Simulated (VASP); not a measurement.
TaN, 4 atoms in the cell. The structure is hexagonal, space group P6_3/mmc (No. 194). The conventional cell has a = 2.888 Å, b = 2.888 Å, c = 6.151 Å, α = 90.00°, β = 90.00°, γ = 120.00°. Ta (site symmetry -3m) has 6 N at 2.27 Å and 6 Ta at 2.89 Å within 3.0 Å. Within 3.0 Å of N (site symmetry -6m2) lie 6 Ta at 2.27 Å and 6 N at 2.89 Å.  This cell differs from its parent crystal: uniaxial strain along c: +4.0 %.

```yaml
Program: VASP 6.6.1
Task: single point
Functional: PBE
Potentials_or_basis: VASP PAW PBE potentials, release 64 (Ta_pv, N)
Cutoff: 520 eV
k_mesh: 24 × 24 × 10
Occupations: gaussian, width 0.1 eV
Spin: no spin polarisation
Dipole_correction: no
Further_INCAR_settings: ALGO = Normal; EDIFF = 1e-07; NBANDS = 24
```

Potentials or basis: VASP PAW PBE potentials, release 64 (Ta_pv, N).

Launch:

```sh
$ cat potpaw_PBE.64/Ta_pv/POTCAR potpaw_PBE.64/N/POTCAR > POTCAR
$ mpirun -np 1 vasp_std > vasp.out
```

Hardware: 1 thread of Intel Xeon 8259CL (shared host).

Q: Estimate the wall time of this run.

A: Run time: 6.8 min on 1 thread of Intel Xeon 8259CL (shared host), peak memory 0.44 GiB. Counts: scf iterations 13, k points 366.
